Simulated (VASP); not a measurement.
Crystal: Ge.

```
CELL_PARAMETERS angstrom
3.99759 0.00000 0.00000
-1.99879 3.46201 0.00000
0.00000 0.00000 6.59938
ATOMIC_POSITIONS crystal
Ge 0.66667 0.33333 0.06290
Ge 0.33333 0.66667 0.56290
Ge 0.66667 0.33333 0.43710
Ge 0.33333 0.66667 0.93710
```

Base run:

| Quantity | Value |
| --- | --- |
| Program | VASP 6.6.1 |
| Functional | PBEsol |
| Potentials or basis | VASP PAW PBE potentials, release 64 (Ge_d) |
| Cutoff | 520 eV |
| k mesh | 7 × 7 × 4 |
| Occupations | gaussian, width 0.1 eV |
| Spin | no spin polarisation |

Its results: band gap on the k mesh 0.10 eV, indirect (least direct gap 0.16 eV); pressure -0.1 GPa; largest force 0.006 eV/Å.

Problem. The run is repeated on the same cell with these changes: k mesh from 7 × 7 × 4 to 3 × 3 × 2. What comes out?

Solution. Band gap on the k mesh 0.14 eV, direct; pressure 2.0 GPa; largest force 0.117 eV/Å.

Caveats: some runs use coarse meshes; the PAW data sets were made with another functional, which shifts forces and pressure a little.

A k mesh can miss the band edges.
